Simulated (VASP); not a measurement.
# AgCl (Pmc2_1) in VASP: a series of runs

Aim: see how the results for AgCl move with the level of theory and the settings. Levels: PBEsol+D3(BJ), PBEsol. Tasks: single point.

Program: VASP 6.6.1. These are calculated values, not measurements. Logs are shortened: lines on timing, memory, paths and dates and some standing lists are left out, and cuts for length are marked.

### Step 1. The cell of the first run

It takes space group Pmc2_1 (No. 26, orthorhombic). Conventional cell: a = 3.331 Å, b = 3.331 Å, c = 6.662 Å, α = 90.00°, β = 90.00°, γ = 90.00°. Ag (site symmetry m) has 8 Cl at 2.52 to 3.38 Å and 6 Ag at 3.33 to 3.51 Å within 3.6 Å. Within 3.4 Å of Cl (site symmetry m) lie 8 Ag at 2.52 to 3.38 Å and 6 Cl at 3.33 to 3.35 Å.

### Step 2. Single point, PBEsol+D3(BJ)

INCAR

```
ALGO = Normal
EDIFF = 1E-6
ENCUT = 500
GGA = PS
GGA_COMPAT = False
ISIF = 2
ISMEAR = 0
IVDW = 12
LASPH = True
LCHARG = False
LREAL = False
LWAVE = False
NBANDS = 26
NELM = 120
PREC = Accurate
SIGMA = 0.05
```

KPOINTS

```
k-points
0
Gamma
  10 10 6
```

POSCAR

```
AgCl
1.0
    3.3311591989      0.0000000000      0.0000000000
    0.0000000000      3.3311591989      0.0000000000
    0.0000000000      0.0000000000      6.6623183978
Ag Cl
2 2
Direct
   -0.1675092563      0.0000000000      0.0000000000
    0.1675092563      0.0000000000      0.5000000000
    0.4404711729      0.5000000000      0.2500000000
    0.5595288271      0.5000000000      0.7500000000
```

Potentials or basis: VASP PAW PBE potentials, release 64 (Ag, Cl).

Launch:

```sh
cat potpaw_PBE.64/Ag/POTCAR potpaw_PBE.64/Cl/POTCAR > POTCAR
mpirun -np 1 vasp_std > vasp.out
```

OUTCAR:

```text
EDIFF = 1E-6
   ENCUT = 500
   GGA = PS
   ISIF = 2
   ISMEAR = 0
   IVDW = 12
   LASPH = True
   LREAL = False
   NELM = 120
   PREC = Accurate
 IVDW          = 12

 ion  position               nearest neighbor table
   1  0.832  0.000  0.000-   4 2.52   4 2.52   3 2.69   3 2.69   3 3.11   3 3.11   2 3.51   2 3.51

   2  0.168  0.000  0.500-   3 2.52   3 2.52   4 2.69   4 2.69   4 3.11   4 3.11   1 3.51   1 3.51

   3  0.440  0.500  0.250-   2 2.52   2 2.52   1 2.69   1 2.69   1 3.11   1 3.11
   4  0.560  0.500  0.750-   1 2.52   1 2.52   2 2.69   2 2.69   2 3.11   2 3.11

  LATTYP: Found a simple tetragonal cell.
 ALAT       =     3.3311591989
 C/A-ratio  =     2.0000000000

  Lattice vectors:

 A1 = (   3.3311591989,   0.0000000000,   0.0000000000)
 A2 = (   0.0000000000,   3.3311591989,   0.0000000000)
 A3 = (   0.0000000000,   0.0000000000,   6.6623183978)

Analysis of symmetry for initial positions (statically):
=====================================================================
 Subroutine PRICEL returns:
 Original cell was already a primitive cell.

 Routine SETGRP: Setting up the symmetry group for a
 simple tetragonal supercell.

 Subroutine GETGRP returns: Found  4 space group operations
 (whereof  2 operations were pure point group operations)
 out of a pool of 16 trial point group operations.

The static configuration has the point symmetry C_1h.
 The point group associated with its full space group is C_2v.

Analysis of symmetry for dynamics (positions and initial velocities):
=====================================================================
 Subroutine PRICEL returns:
 Original cell was already a primitive cell.

 Routine SETGRP: Setting up the symmetry group for a
 simple tetragonal supercell.

 Subroutine GETGRP returns: Found  4 space group operations
 (whereof  2 operations were pure point group operations)
 out of a pool of 16 trial point group operations.

The dynamic configuration has the point symmetry C_1h.
 The point group associated with its full space group is C_2v.

 Subroutine INISYM returns: Found  4 space group operations
 (whereof  2 operations are pure point group operations),
 and found     1 'primitive' translations

----------------------------------------------------------------------------------------

                                     Primitive cell

  volume of cell :      73.9292

  direct lattice vectors                    reciprocal lattice vectors
     3.331159199  0.000000000  0.000000000     0.300195800  0.000000000  0.000000000
     0.000000000  3.331159199  0.000000000     0.000000000  0.300195800  0.000000000
     0.000000000  0.000000000  6.662318398     0.000000000  0.000000000  0.150097900

  length of vectors
     3.331159199  3.331159199  6.662318398     0.300195800  0.300195800  0.150097900

  position of ions in fractional coordinates (direct lattice)
     0.832490744  0.000000000  0.000000000
     0.167509256  0.000000000  0.500000000
     0.440471173  0.500000000  0.250000000
     0.559528827  0.500000000  0.750000000

  ion indices of the primitive-cell ions
   primitive index   ion index
                 1           1
                 2           2
                 3           3
                 4           4

----------------------------------------------------------------------------------------

 KPOINTS: k-points

Automatic generation of k-mesh.
 Grid dimensions read from file:
 generate k-points for:   10   10    6

 Generating k-lattice:

  Cartesian coordinates                     Fractional coordinates (reciprocal lattice)
     0.030019580  0.000000000  0.000000000     0.100000000  0.000000000  0.000000000
     0.000000000  0.030019580  0.000000000     0.000000000  0.100000000  0.000000000
     0.000000000  0.000000000  0.025016317     0.000000000  0.000000000  0.166666667

  Length of vectors
     0.030019580  0.030019580  0.025016317

  Shift w.r.t. Gamma in fractional coordinates (k-lattice)
     0.000000000  0.000000000  0.000000000

 Subroutine IBZKPT returns following result:
 ===========================================

 Found    144 irreducible k-points:

 Following reciprocal coordinates:
            Coordinates               Weight
  0.000000  0.000000  0.000000      1.000000
  0.100000  0.000000  0.000000      2.000000
  0.000000  0.100000  0.000000      2.000000
  0.200000  0.000000  0.000000      2.000000
  0.000000  0.200000  0.000000      2.000000
  0.300000  0.000000  0.000000      2.000000
[... 16 lines left out ...]
 -0.200000  0.300000  0.000000      4.000000
  0.400000  0.200000  0.000000      4.000000
 [... further k-points ...]
   k-points           NKPTS =    144   k-points in BZ     NKDIM =    144   number of bands    NBANDS=     26
   number of dos      NEDOS =    301   number of ions     NIONS =      4
   total plane-waves  NPLWV =  28800
   dimension x,y,z NGX =    24 NGY =   24 NGZ =   50
   dimension x,y,z NGXF=    48 NGYF=   48 NGZF=  100
   ions per type =               2   2
   NGX,Y,Z   is equivalent  to a cutoff of  11.98, 11.98, 12.48 a.u.
   NGXF,Y,Z  is equivalent  to a cutoff of  23.96, 23.96, 24.95 a.u.
 SYSTEM =  unknown system
   PREC   = accura    normal or accurate (medium, high low for compatibility)
   ISTART =      0    job   : 0-new  1-cont  2-samecut
   ICHARG =      2    charge: 1-file 2-atom 10-const
   ISPIN  =      1    spin polarized calculation?
   LNONCOLLINEAR =      F non collinear calculations
   LSORBIT =      F    spin-orbit coupling
   LASPH  =      T    aspherical Exc in radial PAW
   ENCUT  =  500.0 eV  36.75 Ry    6.06 a.u.   6.07  6.07 12.15*2*pi/ulx,y,z
   NELM   =    120;   NELMIN=  2; NELMDL= -5     # of ELM steps
   EDIFF  = 0.1E-05   stopping-criterion for ELM
   LREAL  =      F    real-space projection
   EDIFFG = 0.1E-04   stopping-criterion for IOM
   NSW    =      0    number of steps for IOM
   IBRION =     -1    ionic relax: 0-MD 1-quasi-New 2-CG
   NFREE  =      0    steps in history (QN), initial steepest desc. (CG)
   ISIF   =      2    stress and relaxation
   ISYM   =      2    0-nonsym 1-usesym 2-fastsym
   POTIM  = 0.5000    time-step for ionic-motion
   TEBEG  =    0.0;   TEEND  =   0.0 temperature during run
   PSTRESS=    0.0 pullay stress
   NELECT =      36.0000    total number of electrons
   NUPDOWN=      -1.0000    fix difference up-down
   EMIN   =  10.00;   EMAX   =-10.00  energy-range for DOS
   EFERMI =   0.00;   METHOD = LEGACY
   ISMEAR =     0;   SIGMA  =   0.05  broadening in eV -4-tet -1-fermi 0-gaus
   EFERMI_NEDOS =   21; number of points for ismear=-14 and -15
   IALGO  =     38    algorithm
   IMIX   =      4    mixing-type and parameters
     AMIX     =   0.40;   BMIX     =  1.00
     AMIX_MAG =   1.60;   BMIX_MAG =  1.00
  volume/ion in A,a.u.               =      18.48       124.72
  Fermi-wavevector in a.u.,A,eV,Ry     =   1.287964  2.433898 22.570030  1.658850
  Thomas-Fermi vector in A             =   2.419946
   LORBIT       =      0    0 simple, 1 ext, 2 COOP (PROOUT), +10 PAW based schemes
   GGA     = PS    functional components
   LHFCALC =     F    Hartree Fock is set to
   AEXX    =    0.0000 exact exchange contribution
   IVDW    =    12    specifies the selected vdW correction
   LEPSILON=     F    determine dielectric tensor
   LRPA    =     F    only Hartree local field effects (RPA)
 non-spin polarized calculation
 Gauss-broadening in eV      SIGMA  =   0.05
  energy-cutoff  :      500.00
  volume of cell :       73.93
 maximum number of plane-waves:      1920
   NGX = 13   NGY = 13   NGZ = 25

 number of electron      36.0000013 magnetization

 Free energy of the ion-electron system (eV)
  ---------------------------------------------------
  ext. energy  EPLUGINS =         0.00000000
  ---------------------------------------------------
  free energy    TOTEN  =       -11.45954225 eV

  energy without entropy =      -11.45938471  energy(sigma->0) =      -11.45946348

 E-fermi :   5.7788     XC(G=0): -11.0334

 val. band max:        5.7711504315   @ k =   0.0000   0.0000   0.0000
 cond. band min:       6.1308679253   @ k =   0.0000   0.0000   0.1667
 fundamental gap:      0.3597174938
 Fermi energy:         5.7788190603

 k-point     1 :       0.0000    0.0000    0.0000
  band No.  band energies     occupation
      1     -10.3954      2.00000
      2      -9.7925      2.00000
      3      -1.1247      2.00000
      4       1.0580      2.00000
      5       1.2237      2.00000
      6       1.4552      2.00000
[... 18 lines left out ...]
     25      14.8585      0.00000
     26      17.0698      0.00000

 k-point     2 :       0.1000    0.0000    0.0000
  band No.  band energies     occupation
      1     -10.3479      2.00000
      2      -9.7609      2.00000
      3      -1.0446      2.00000
      4       1.1000      2.00000
      5       1.1065      2.00000
      6       1.4724      2.00000
[... 18 lines left out ...]
     25      15.0443      0.00000
     26      16.3262      0.00000

 k-point     3 :       0.0000    0.1000    0.0000
  band No.  band energies     occupation
      1     -10.3431      2.00000
      2      -9.7634      2.00000
      3      -1.0226      2.00000
      4       0.9777      2.00000
      5       1.2698      2.00000
      6       1.2787      2.00000
[... 18 lines left out ...]
     25      14.6285      0.00000
     26      17.0187      0.00000

 k-point     4 :       0.2000    0.0000    0.0000
  band No.  band energies     occupation
      1     -10.2186      2.00000
      2      -9.6765      2.00000
      3      -0.8404      2.00000
      4       0.7231      2.00000
      5       1.2155      2.00000
      6       1.4665      2.00000
[... 18 lines left out ...]
     25      15.5211      0.00000
     26      15.7564      0.00000
[... 496 lines left out ...]
      1      -9.8856      2.00000
      2      -9.4471      2.00000
      3      -0.4023      2.00000
      4       0.3814      2.00000
      5       0.5715      2.00000
      6       0.9612      2.00000
[... 18 lines left out ...]
     25      15.9434      0.00000
     26      16.3098      0.00000

 k-point    23 :      -0.2000    0.3000    0.0000
  band No.  band energies     occupation
      1      -9.8679      2.00000
      2      -9.4552      2.00000
      3      -0.2766      2.00000
      4      -0.0223      2.00000
      5       0.3786      2.00000
      6       0.8852      2.00000
[... 18 lines left out ...]
     25      16.2100      0.00000
     26      16.2433      0.00000

 k-point    24 :       0.4000    0.2000    0.0000
  band No.  band energies     occupation
      1      -9.7521      2.00000
      2      -9.3500      2.00000
      3      -0.4634      2.00000
      4       0.1944      2.00000
      5       0.3828      2.00000
      6       0.9290      2.00000
[... 18 lines left out ...]
     25      15.6045      0.00000
     26      15.9717      0.00000

 [... further k-points ...]

------------------------ aborting loop because EDIFF is reached ----------------------------------------

 Edisp (eV)   -1.29005

 E8    (eV) :    -0.7994

  FORCE on cell =-STRESS in cart. coord.  units (eV):
  Direction    XX          YY          ZZ          XY          YZ          ZX
  --------------------------------------------------------------------------------------
  -------------------------------------------------------------------------------------
  Total      -0.31286     1.93749     1.84699     0.00000     0.00000     0.00000
  in kB      -6.78015    41.98883    40.02747     0.00000     0.00000     0.00000
  external pressure =       25.08 kB  Pullay stress =        0.00 kB

 VOLUME and BASIS-vectors are now :
 -----------------------------------------------------------------------------
  energy-cutoff  :      500.00
  volume of cell :       73.93
      direct lattice vectors                 reciprocal lattice vectors
     3.331159199  0.000000000  0.000000000     0.300195800  0.000000000  0.000000000
     0.000000000  3.331159199  0.000000000     0.000000000  0.300195800  0.000000000
     0.000000000  0.000000000  6.662318398     0.000000000  0.000000000  0.150097900

 POSITION                                       TOTAL-FORCE (eV/Angst)
 -----------------------------------------------------------------------------------
      2.77316      0.00000      0.00000         0.423965      0.000000      0.448510
      0.55800      0.00000      3.33116        -0.423965      0.000000      0.448510
      1.46728      1.66558      1.66558        -0.050337      0.000000     -0.448510
      1.86388      1.66558      4.99674         0.050337      0.000000     -0.448510
 -----------------------------------------------------------------------------------
    total drift:                                0.000000     -0.000000     -0.000353

  FREE ENERGIE OF THE ION-ELECTRON SYSTEM (eV)
  ---------------------------------------------------
  free  energy   TOTEN  =       -12.7495972381 eV

  energy  without entropy=      -12.7494396989  energy(sigma->0) =      -12.74951847
```

Wall time 2.3 min (1 thread of AMD EPYC 7R13 (Zen 3), shared host); peak memory 0.3 GiB.

Results:

| Property | Result |
| --- | --- |
| Free energy | -12.7496 eV |
| Pressure | 2.5 GPa |
| Largest force | 0.617 eV/Å |
| Band gap on the k mesh | 0.03 eV (least direct gap 0.27 eV) |
| Dispersion energy per atom | -0.323 eV |

Forces on the atoms (eV/Å):
```
Ag   0.424  0.000  0.449
Ag  -0.424  0.000  0.449
Cl  -0.050  0.000 -0.449
Cl   0.050  0.000 -0.449
```

Caveat: three body term missing; the smearing spreads over this small gap; semilocal functionals underestimate gaps, and a narrow one can read as zero; the PAW data sets were made with another functional, which shifts forces and pressure a little. A k mesh can miss the band edges.

### Step 3. Single point, PBEsol (atoms displaced along several vibrational modes)

INCAR

```
ALGO = Normal ; EDIFF = 1E-6
ENCUT = 520 ; GGA = PS
ISIF = 2 ; ISMEAR = 0
LASPH = True ; LCHARG = False
LREAL = False ; LWAVE = False
NBANDS = 26 ; NELM = 100
PREC = Accurate ; SIGMA = 0.05
```

KPOINTS is that of step 2.

POSCAR

```
AgCl
1.0
    3.3311591989      0.0000000000      0.0000000000
    0.0000000000      3.3311591989      0.0000000000
    0.0000000000      0.0000000000      6.6623183978
Ag Cl
2 2
Direct
   -0.1116728375      0.0000000000      0.0000000000
    0.1116728375      0.0000000000      0.5000000000
    0.3809123262      0.5000000000      0.2500000000
    0.6190876738      0.5000000000      0.7500000000
```

Potentials or basis: VASP PAW PBE potentials, release 64 (Ag, Cl).

Launch:

```sh
cat potpaw_PBE.64/Ag/POTCAR potpaw_PBE.64/Cl/POTCAR > POTCAR
mpirun -np 1 vasp_std > vasp.out
```

OUTCAR:

```text
EDIFF = 1E-6
   ENCUT = 520
   GGA = PS
   ISIF = 2
   ISMEAR = 0
   LASPH = True
   LREAL = False
   NELM = 100
   PREC = Accurate

 ion  position               nearest neighbor table
   1  0.888  0.000  0.000-   4 2.52   4 2.52   3 2.87   3 2.87   3 2.90   3 2.90   2 3.41   2 3.41

   2  0.112  0.000  0.500-   3 2.52   3 2.52   4 2.87   4 2.87   4 2.90   4 2.90   1 3.41   1 3.41

   3  0.381  0.500  0.250-   2 2.52   2 2.52   1 2.87   1 2.87   1 2.90   1 2.90
   4  0.619  0.500  0.750-   1 2.52   1 2.52   2 2.87   2 2.87   2 2.90   2 2.90

  LATTYP: Found a simple tetragonal cell.
 ALAT       =     3.3311591989
 C/A-ratio  =     2.0000000000

  Lattice vectors:

 A1 = (   3.3311591989,   0.0000000000,   0.0000000000)
 A2 = (   0.0000000000,   3.3311591989,   0.0000000000)
 A3 = (   0.0000000000,   0.0000000000,   6.6623183978)

Analysis of symmetry for initial positions (statically):
=====================================================================
 Subroutine PRICEL returns:
[... 174 lines left out ...]
  free energy    TOTEN  =       -11.61426423 eV

  energy without entropy =      -11.61426423  energy(sigma->0) =      -11.61426423

 E-fermi :   5.6715     XC(G=0): -11.0479

 val. band max:        5.4498462854   @ k =   0.0000   0.0000   0.0000
 cond. band min:       5.9388575053   @ k =   0.0000   0.0000   0.0000
 fundamental gap:      0.4890112199
 Fermi energy:         5.6714635852

 k-point     1 :       0.0000    0.0000    0.0000
  band No.  band energies     occupation
      1     -10.3794      2.00000
      2      -9.8051      2.00000
      3      -1.0456      2.00000
      4       1.0843      2.00000
      5       1.2483      2.00000
      6       1.6034      2.00000
[... 685 lines left out ...]
     25      15.3374      0.00000
     26      15.6841      0.00000

 [... further k-points ...]

------------------------ aborting loop because EDIFF is reached ----------------------------------------

  FORCE on cell =-STRESS in cart. coord.  units (eV):
  Direction    XX          YY          ZZ          XY          YZ          ZX
  --------------------------------------------------------------------------------------
  -------------------------------------------------------------------------------------
  Total        1.2039793      2.6256198      1.8494502      0.0000000      0.0000000      0.0000000
  in kB       26.0923658     56.9018334     40.0808625      0.0000000      0.0000000      0.0000000
  external PRESSURE =      41.0250206 kB  Pullay stress =       0.0000000 kB

 VOLUME and BASIS-vectors are now :
 -----------------------------------------------------------------------------
  energy-cutoff  :      520.00
  volume of cell :       73.93
      direct lattice vectors                 reciprocal lattice vectors
     3.331159199  0.000000000  0.000000000     0.300195800  0.000000000  0.000000000
     0.000000000  3.331159199  0.000000000     0.000000000  0.300195800  0.000000000
     0.000000000  0.000000000  6.662318398     0.000000000  0.000000000  0.150097900

 POSITION                                       TOTAL-FORCE (eV/Angst)
 -----------------------------------------------------------------------------------
      2.95916      0.00000      0.00000         0.326119      0.000000      0.596694
      0.37200      0.00000      3.33116        -0.326119      0.000000      0.596694
      1.26888      1.66558      1.66558         0.006399      0.000000     -0.596694
      2.06228      1.66558      4.99674        -0.006399      0.000000     -0.596694
 -----------------------------------------------------------------------------------
    total drift:                                0.000000     -0.000000     -0.000613

  FREE ENERGIE OF THE ION-ELECTRON SYSTEM (eV)
  ---------------------------------------------------
  free  energy   TOTEN  =       -11.6142642343 eV

  energy  without entropy=      -11.6142642343  energy(sigma->0) =      -11.61426423
```

stdout:

```text
POSCAR found type information on POSCAR AgCl
 POSCAR found :  2 types and       4 ions
 scaLAPACK will be used
 -----------------------------------------------------------------------------
|                                                                             |
|                                                                             |
|     You enforced a specific xc type in the INCAR file but a different       |
|     I HOPE YOU KNOW WHAT YOU ARE DOING!                                     |
|                                                                             |
 -----------------------------------------------------------------------------

 LDA part: xc-table for (Slater+PW92), standard interpolation
 POSCAR, INCAR and KPOINTS ok, starting setup
 FFT: planning ... GRIDC
 FFT: planning ... GRID_SOFT
 FFT: planning ... GRID
 WAVECAR not read
 entering main loop
```

It took 1.9 min on 1 thread of AMD EPYC 9R45 (Zen 5), shared host; peak memory 0.32 GiB.

Results:

```
Free energy            : -11.6143 eV
Pressure               : 4.1 GPa
Largest force          : 0.680 eV/Å
Band gap on the k mesh : 0.49 eV
```

Forces on the atoms (eV/Å):
```
Ag   0.326  0.000  0.597
Ag  -0.326  0.000  0.597
Cl   0.006  0.000 -0.597
Cl  -0.006  0.000 -0.597
```

Caveat: the cell differs from its parent crystal (atoms displaced along several vibrational modes); the cell stands under pressure; semilocal functionals underestimate gaps, and a narrow one can read as zero; the PAW data sets were made with another functional, which shifts forces and pressure a little. A k mesh can miss the band edges.

The gap in the log of VASP goes by the Fermi energy; the results here count the filled bands.